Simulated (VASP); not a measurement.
# Al3Cu (Pm-3m) in VASP: notebook

Al3Cu is run at these levels: PBEsol; tasks: single point.

Program: VASP 6.6.1. These are calculated values, not measurements. Logs are shortened: lines on timing, memory, paths and dates and some standing lists are left out, and cuts for length are marked.

**1. The cell of the first run**

The structure is cubic, space group Pm-3m (No. 221). Conventional cell: a = 3.889 Å, b = 3.889 Å, c = 3.889 Å, α = 90.00°, β = 90.00°, γ = 90.00°. Within 3.6 Å of Al (site symmetry 4/mmm) lie 8 Al at 2.75 Å and 4 Cu at 2.75 Å. Within 3.6 Å of Cu (site symmetry m-3m) lie 12 Al at 2.75 Å.

**2. Single point, PBEsol**

Input file INCAR:

```
SYSTEM = Al3Cu
PREC = Accurate ; ENCUT = 520
EDIFF = 1E-6 ; ISMEAR = 1
SIGMA = 0.1 ; LREAL = .FALSE.
LASPH = .TRUE. ; NELM = 100
ALGO = Normal ; ISIF = 2
LWAVE = .FALSE. ; LCHARG = .FALSE.
GGA = PS ; NBANDS = 18
```

Input file KPOINTS:

```
regular mesh
0
G
  6 6 6
  0 0 0
```

Input file POSCAR:

```
Al3Cu
1.0
    3.8889549247      0.0000000000      0.0000000000
    0.0000000000      3.8889549247      0.0000000000
    0.0000000000      0.0000000000      3.8889549247
Al Cu
3 1
Direct
    0.0000000000      0.5000000000      0.5000000000
    0.5000000000      0.0000000000      0.5000000000
    0.5000000000      0.5000000000      0.0000000000
    0.0000000000      0.0000000000      0.0000000000
```

Potentials or basis: VASP PAW PBE potentials, release 64 (Al, Cu).

On the command line:

```
cat potpaw_PBE.64/Al/POTCAR potpaw_PBE.64/Cu/POTCAR > POTCAR
mpirun -np 1 vasp_std > vasp.out
```

OUTCAR:

```text
SYSTEM = Al3Cu
   PREC = Accurate
   ENCUT = 520
   EDIFF = 1E-6
   ISMEAR = 1
   LREAL = .FALSE.
   LASPH = .TRUE.
   NELM = 100
   ISIF = 2
   GGA = PS

 ion  position               nearest neighbor table
   1  0.000  0.500  0.500-   2 2.75   3 2.75   4 2.75   3 2.75   4 2.75   2 2.75   4 2.75   4 2.75
                             2 2.75   3 2.75   3 2.75   2 2.75
   2  0.500  0.000  0.500-   1 2.75   3 2.75   4 2.75   3 2.75   4 2.75   1 2.75   3 2.75   3 2.75
                             1 2.75   4 2.75   4 2.75   1 2.75
   3  0.500  0.500  0.000-   1 2.75   2 2.75   4 2.75   1 2.75   2 2.75   2 2.75   4 2.75   2 2.75
                             1 2.75   4 2.75   1 2.75   4 2.75
   4  0.000  0.000  0.000-   1 2.75   2 2.75   3 2.75   1 2.75   2 2.75   1 2.75   3 2.75   1 2.75
                             2 2.75   3 2.75   2 2.75   3 2.75

  LATTYP: Found a simple cubic cell.
 ALAT       =     3.8889549247

  Lattice vectors:

 A1 = (   3.8889549247,   0.0000000000,   0.0000000000)
 A2 = (   0.0000000000,   3.8889549247,   0.0000000000)
 A3 = (   0.0000000000,   0.0000000000,   3.8889549247)

Analysis of symmetry for initial positions (statically):
=====================================================================
 Subroutine PRICEL returns:
 Original cell was already a primitive cell.

 Routine SETGRP: Setting up the symmetry group for a
 simple cubic supercell.

 Subroutine GETGRP returns: Found 48 space group operations
 (whereof 48 operations were pure point group operations)
 out of a pool of 48 trial point group operations.

The static configuration has the point symmetry O_h .

Analysis of symmetry for dynamics (positions and initial velocities):
=====================================================================
 Subroutine PRICEL returns:
 Original cell was already a primitive cell.

 Routine SETGRP: Setting up the symmetry group for a
 simple cubic supercell.

 Subroutine GETGRP returns: Found 48 space group operations
 (whereof 48 operations were pure point group operations)
 out of a pool of 48 trial point group operations.

The dynamic configuration has the point symmetry O_h .

 Subroutine INISYM returns: Found 48 space group operations
 (whereof 48 operations are pure point group operations),
 and found     1 'primitive' translations

----------------------------------------------------------------------------------------

                                     Primitive cell

  volume of cell :      58.8164

  direct lattice vectors                    reciprocal lattice vectors
     3.888954925  0.000000000  0.000000000     0.257138491  0.000000000  0.000000000
     0.000000000  3.888954925  0.000000000     0.000000000  0.257138491  0.000000000
     0.000000000  0.000000000  3.888954925     0.000000000  0.000000000  0.257138491

  length of vectors
     3.888954925  3.888954925  3.888954925     0.257138491  0.257138491  0.257138491

  position of ions in fractional coordinates (direct lattice)
     0.000000000  0.500000000  0.500000000
     0.500000000  0.000000000  0.500000000
     0.500000000  0.500000000  0.000000000
     0.000000000  0.000000000  0.000000000

  ion indices of the primitive-cell ions
   primitive index   ion index
                 1           1
                 2           2
                 3           3
                 4           4

----------------------------------------------------------------------------------------

 KPOINTS: regular mesh

Automatic generation of k-mesh.
 Grid dimensions read from file:
 generate k-points for:    6    6    6

 Generating k-lattice:

  Cartesian coordinates                     Fractional coordinates (reciprocal lattice)
     0.042856415  0.000000000  0.000000000     0.166666667  0.000000000  0.000000000
     0.000000000  0.042856415  0.000000000     0.000000000  0.166666667  0.000000000
     0.000000000  0.000000000  0.042856415     0.000000000  0.000000000  0.166666667

  Length of vectors
     0.042856415  0.042856415  0.042856415

  Shift w.r.t. Gamma in fractional coordinates (k-lattice)
     0.000000000  0.000000000  0.000000000

 Subroutine IBZKPT returns following result:
 ===========================================

 Found     20 irreducible k-points:

 Following reciprocal coordinates:
            Coordinates               Weight
  0.000000  0.000000  0.000000      1.000000
  0.166667  0.000000  0.000000      6.000000
  0.333333  0.000000  0.000000      6.000000
  0.500000  0.000000  0.000000      3.000000
  0.166667  0.166667  0.000000     12.000000
  0.333333  0.166667  0.000000     24.000000
[... 12 lines left out ...]
  0.500000  0.500000  0.333333      6.000000
  0.500000  0.500000  0.500000      1.000000
   k-points           NKPTS =     20   k-points in BZ     NKDIM =     20   number of bands    NBANDS=     18
   number of dos      NEDOS =    301   number of ions     NIONS =      4
   total plane-waves  NPLWV =  27000
   dimension x,y,z NGX =    30 NGY =   30 NGZ =   30
   dimension x,y,z NGXF=    60 NGYF=   60 NGZF=   60
   ions per type =               3   1
   NGX,Y,Z   is equivalent  to a cutoff of  12.82, 12.82, 12.82 a.u.
   NGXF,Y,Z  is equivalent  to a cutoff of  25.65, 25.65, 25.65 a.u.
 SYSTEM =  Al3Cu
   PREC   = accura    normal or accurate (medium, high low for compatibility)
   ISTART =      0    job   : 0-new  1-cont  2-samecut
   ICHARG =      2    charge: 1-file 2-atom 10-const
   ISPIN  =      1    spin polarized calculation?
   LNONCOLLINEAR =      F non collinear calculations
   LSORBIT =      F    spin-orbit coupling
   LASPH  =      T    aspherical Exc in radial PAW
   ENCUT  =  520.0 eV  38.22 Ry    6.18 a.u.   7.23  7.23  7.23*2*pi/ulx,y,z
   NELM   =    100;   NELMIN=  2; NELMDL= -5     # of ELM steps
   EDIFF  = 0.1E-05   stopping-criterion for ELM
   LREAL  =      F    real-space projection
   EDIFFG = 0.1E-04   stopping-criterion for IOM
   NSW    =      0    number of steps for IOM
   IBRION =     -1    ionic relax: 0-MD 1-quasi-New 2-CG
   NFREE  =      0    steps in history (QN), initial steepest desc. (CG)
   ISIF   =      2    stress and relaxation
   ISYM   =      2    0-nonsym 1-usesym 2-fastsym
   POTIM  = 0.5000    time-step for ionic-motion
   TEBEG  =    0.0;   TEEND  =   0.0 temperature during run
   PSTRESS=    0.0 pullay stress
   NELECT =      20.0000    total number of electrons
   NUPDOWN=      -1.0000    fix difference up-down
   EMIN   =  10.00;   EMAX   =-10.00  energy-range for DOS
   EFERMI =   0.00;   METHOD = LEGACY
   ISMEAR =     1;   SIGMA  =   0.10  broadening in eV -4-tet -1-fermi 0-gaus
   EFERMI_NEDOS =   21; number of points for ismear=-14 and -15
   IALGO  =     38    algorithm
   IMIX   =      4    mixing-type and parameters
     AMIX     =   0.40;   BMIX     =  1.00
     AMIX_MAG =   1.60;   BMIX_MAG =  1.00
  volume/ion in A,a.u.               =      14.70        99.23
  Fermi-wavevector in a.u.,A,eV,Ry     =   1.142664  2.159322 17.764872  1.305681
  Thomas-Fermi vector in A             =   2.279361
   LORBIT       =      0    0 simple, 1 ext, 2 COOP (PROOUT), +10 PAW based schemes
   GGA     = PS    functional components
   LHFCALC =     F    Hartree Fock is set to
   AEXX    =    0.0000 exact exchange contribution
   IVDW    =     0    specifies the selected vdW correction
   LEPSILON=     F    determine dielectric tensor
   LRPA    =     F    only Hartree local field effects (RPA)
 non-spin polarized calculation
 Methfessel and Paxton  Order N= 1 SIGMA  =   0.10
  energy-cutoff  :      520.00
  volume of cell :       58.82
 maximum number of plane-waves:      1622
 NGX is ok and might be reduce to    30
   NGX = 15   NGY = 15   NGZ = 15

 number of electron      19.9999990 magnetization

 Free energy of the ion-electron system (eV)
  ---------------------------------------------------
  ext. energy  EPLUGINS =         0.00000000
  ---------------------------------------------------
  free energy    TOTEN  =       -16.67746715 eV

  energy without entropy =      -16.67388949  energy(sigma->0) =      -16.67627459

 E-fermi :   8.4675     XC(G=0): -10.9428

 val. band max:        8.4368457192   @ k =   0.5000   0.3333   0.3333
 cond. band min:       8.6831974165   @ k =   0.3333   0.1667   0.1667
 fundamental gap:      0.2463516973
 Fermi energy:         8.4675136873

 k-point     1 :       0.0000    0.0000    0.0000
  band No.  band energies     occupation
      1      -2.8552      2.00000
      2       4.0763      2.00000
      3       4.0763      2.00000
      4       4.8079      2.00000
      5       4.8079      2.00000
      6       4.8079      2.00000
[... 10 lines left out ...]
     17      15.4580      0.00000
     18      15.4580      0.00000

 k-point     2 :       0.1667    0.0000    0.0000
  band No.  band energies     occupation
      1      -2.5826      2.00000
      2       3.3717      2.00000
      3       4.1331      2.00000
      4       4.6642      2.00000
      5       4.6642      2.00000
      6       4.8164      2.00000
[... 10 lines left out ...]
     17      15.6248      0.00000
     18      15.7162      0.00000

 k-point     3 :       0.3333    0.0000    0.0000
  band No.  band energies     occupation
      1      -1.7750      2.00000
      2       1.4019      2.00000
      3       4.2496      2.00000
      4       4.4766      2.00000
      5       4.4766      2.00000
      6       4.8335      2.00000
[... 10 lines left out ...]
     17      16.0429      0.00000
     18      16.5164      0.00000

 k-point     4 :       0.5000    0.0000    0.0000
  band No.  band energies     occupation
      1      -0.6659      2.00000
      2      -0.1708      2.00000
      3       4.3093      2.00000
      4       4.4060      2.00000
      5       4.4060      2.00000
      6       4.8421      2.00000
[... 10 lines left out ...]
     17      17.5483      0.00000
     18      17.5485      0.00000

 k-point     5 :       0.1667    0.1667    0.0000
  band No.  band energies     occupation
      1      -2.3114      2.00000
      2       3.4750      2.00000
      3       3.5968      2.00000
      4       4.4656      2.00000
      5       4.6383      2.00000
      6       4.7513      2.00000
[... 10 lines left out ...]
     17      14.6279      0.00000
     18      16.2144      0.00000

 k-point     6 :       0.3333    0.1667    0.0000
  band No.  band energies     occupation
      1      -1.5087      2.00000
      2       1.6444      2.00000
      3       3.8872      2.00000
      4       4.3953      2.00000
      5       4.5088      2.00000
      6       4.7530      2.00000
[... 10 lines left out ...]
     17      14.9235      0.00000
     18      15.4502      0.00000

 k-point     7 :       0.5000    0.1667    0.0000
  band No.  band energies     occupation
      1      -0.4172      2.00000
      2       0.1006      2.00000
      3       4.1479      2.00000
      4       4.2701      2.00000
      5       4.4470      2.00000
      6       4.7664      2.00000
[... 10 lines left out ...]
     17      15.9560      0.00000
     18      16.0760      0.00000

 k-point     8 :       0.3333    0.3333    0.0000
  band No.  band energies     occupation
      1      -0.7234      2.00000
      2       2.2618      2.00000
      3       2.4133      2.00000
      4       4.2164      2.00000
      5       4.5563      2.00000
      6       4.6335      2.00000
[... 10 lines left out ...]
     17      15.2823      0.00000
     18      15.4466      0.00000
[... 145 lines left out ...]
     17      16.4172      0.00000
     18      17.2843      0.00000

 k-point    16 :       0.5000    0.5000    0.1667
  band No.  band energies     occupation
      1       1.4018      2.00000
      2       2.1830      2.00000
      3       2.1830      2.00000
      4       2.7103      2.00000
      5       4.5529      2.00000
      6       4.5529      2.00000
[... 10 lines left out ...]
     17      16.6654      0.00000
     18      19.0931      0.00000

 k-point    17 :       0.3333    0.3333    0.3333
  band No.  band energies     occupation
      1       0.2961      2.00000
      2       3.0733      2.00000
      3       3.0733      2.00000
      4       3.3274      2.00000
      5       4.4277      2.00000
      6       4.4277      2.00000
[... 10 lines left out ...]
     17      17.6488      0.00000
     18      19.0258      0.00000

 k-point    18 :       0.5000    0.3333    0.3333
  band No.  band energies     occupation
      1       1.2589      2.00000
      2       1.8941      2.00000
      3       3.4144      2.00000
      4       4.0949      2.00000
      5       4.2819      2.00000
      6       4.3024      2.00000
[... 10 lines left out ...]
     17      18.7760      0.00000
     18      19.1832      0.00000

 k-point    19 :       0.5000    0.5000    0.3333
  band No.  band energies     occupation
      1       2.1181      2.00000
      2       2.7010      2.00000
      3       2.7010      2.00000
      4       3.5217      2.00000
      5       4.4880      2.00000
      6       4.4880      2.00000
[... 10 lines left out ...]
     17      19.7676      0.00000
     18      20.5535      0.00000

 k-point    20 :       0.5000    0.5000    0.5000
  band No.  band energies     occupation
      1       3.0877      2.00000
      2       3.0877      2.00000
      3       3.0877      2.00000
      4       3.4277      2.00000
      5       4.4085      2.00000
      6       4.4085      2.00000
[... 10 lines left out ...]
     17      21.1542      0.00000
     18      21.1543      0.00000

------------------------ aborting loop because EDIFF is reached ----------------------------------------

  FORCE on cell =-STRESS in cart. coord.  units (eV):
  Direction    XX          YY          ZZ          XY          YZ          ZX
  --------------------------------------------------------------------------------------
  -------------------------------------------------------------------------------------
  Total        0.0582900      0.0582900      0.0582900     -0.0000000      0.0000000     -0.0000000
  in kB        1.5878356      1.5878356      1.5878356     -0.0000000      0.0000000     -0.0000000
  external PRESSURE =       1.5878356 kB  Pullay stress =       0.0000000 kB

 VOLUME and BASIS-vectors are now :
 -----------------------------------------------------------------------------
  energy-cutoff  :      520.00
  volume of cell :       58.82
      direct lattice vectors                 reciprocal lattice vectors
     3.888954925  0.000000000  0.000000000     0.257138491  0.000000000  0.000000000
     0.000000000  3.888954925  0.000000000     0.000000000  0.257138491  0.000000000
     0.000000000  0.000000000  3.888954925     0.000000000  0.000000000  0.257138491

 POSITION                                       TOTAL-FORCE (eV/Angst)
 -----------------------------------------------------------------------------------
      0.00000      1.94448      1.94448         0.000000      0.000000      0.000000
      1.94448      0.00000      1.94448         0.000000      0.000000      0.000000
      1.94448      1.94448      0.00000         0.000000      0.000000      0.000000
      0.00000      0.00000      0.00000         0.000000      0.000000      0.000000
 -----------------------------------------------------------------------------------
    total drift:                                0.000000     -0.000000      0.000000

  FREE ENERGIE OF THE ION-ELECTRON SYSTEM (eV)
  ---------------------------------------------------
  free  energy   TOTEN  =       -16.6774671492 eV

  energy  without entropy=      -16.6738894850  energy(sigma->0) =      -16.67627459
```

Wall time 29 s (1 thread of Intel Xeon Platinum 8375C at 2.90GHz (Ice Lake), shared host); peak memory 0.17 GiB.

What came out:

- Free energy: -16.6775 eV
- Pressure: 0.2 GPa
- Band gap on the k mesh: zero (band 10 reaches 10.65 eV, above the bottom of band 11 at 6.54 eV)

Caveat: the PAW data sets were made with another functional, which shifts forces and pressure a little.

(Part 1 of 2 ends here.)
